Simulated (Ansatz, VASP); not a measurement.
# SiC in VASP and in Ansatz

```
Si C
1.0
     0.00000    2.19983    2.16396
     2.19983    0.00000    2.16396
     2.19983    2.19983    0.00000
Si C
1 1
Direct
  0.00000 0.00000 0.00000
  0.25000 0.25000 0.25000
```

Change from the starting cell: epitaxial_xy strain +1.0%.

Alike in both runs: task single point; functional r2SCAN; k mesh 10 × 10 × 10; no spin polarisation.

```csv
,VASP,Ansatz
version,VASP 6.6.1,Ansatz 0.2.0
potentials or method,"VASP PAW PBE potentials, release 64 (Si, C)","plane waves, PAW"
plane-wave cutoff (eV),520,500
occupations,"gaussian, width 0.01 eV",fixed
valence electrons in the cell,8,8
```

```csv
,VASP,Ansatz,Ansatz less VASP
gap on the k mesh at the Fermi level (eV),1.56,1.55,-0.011
pressure (GPa),-3.1,-3.0,+0.16
"traceless stress, the component that is largest in VASP (GPa)",2.97,2.95,-0.014
```

VASP's potentials were made for PBE, not for r2SCAN.
